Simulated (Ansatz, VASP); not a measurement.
# MgSe in VASP and in Ansatz

The input INCAR:

```
ALGO = Normal
EDIFF = 1E-6
ENCUT = 600
GGA = PE
GGA_COMPAT = False
ISIF = 2
ISMEAR = -1
LASPH = True
LCHARG = True
LELF = True
LREAL = False
LVHAR = True
LWAVE = False
NBANDS = 11
NELM = 120
PREC = Accurate
SIGMA = 0.02
```

The input KPOINTS:

```
k-points
0
Gamma
  8 8 8
```

The input POSCAR:

```
MgSe
1.0
    0.0000000000      2.7362693761      2.6268186010
    2.7362693761      0.0000000000      2.6268186010
    2.7362693761      2.7362693761      0.0000000000
Mg Se
1 1
Direct
    0.0000000000      0.0000000000      0.0000000000
    0.5000000000      0.5000000000      0.5000000000
```

Input for Ansatz:

```yaml
crystal:
  lattice:
    - [0.0, 2.7362693761, 2.626818601]
    - [2.7362693761, 0.0, 2.626818601]
    - [2.7362693761, 2.7362693761, 0.0]
  atoms:
    - { symbol: Mg, position: [0.0, 0.0, 0.0] }
    - { symbol: Se, position: [0.5, 0.5, 0.5] }
kpoints:
  mp_grid: { grid: [8, 8, 8] }
  band_path:
    path:
      - [0.0, 0.0, 0.0]
      - [0.5, 0.0, 0.5]
      - [0.625, 0.25, 0.625]
      - [0.375, 0.375, 0.75]
      - [0.5, 0.5, 0.5]
      - [0.5, 0.25, 0.75]
    npoints: 1
hamiltonian:
  xc: pbe
scf:
  occupations: { method: fermi_dirac, width: 0.02 }
  n_extra_bands: 4
output:
  forces: true
  stress: true
  eigenvalues: true
```

Change from the starting cell: uniaxial_z strain -4.0%.

Alike in both runs: task single point; functional PBE; k mesh 8 × 8 × 8; occupations fermi-dirac, width 0.02 eV; no spin polarisation.

```csv
,VASP,Ansatz
version,VASP 6.6.1,Ansatz 0.2.0
potentials or method,"VASP PAW PBE potentials, release 64 (Mg, Se)","plane waves, PAW"
plane-wave cutoff (eV),600,420
valence electrons in the cell,8,26
```

|  | VASP | Ansatz | Ansatz less VASP |
| --- | --- | --- | --- |
| gap on the k mesh at the Fermi level (eV) | 1.67 | 1.69 | +0.023 |
| pressure (GPa) | 4.3 | 4.4 | +0.12 |
| traceless stress, the component that is largest in VASP (GPa) | 3.18 | 3.17 | -0.004 |

VASP's potentials hold 8 valence electrons a cell and Ansatz's 26, so a difference there can come from the potentials and not from the codes.
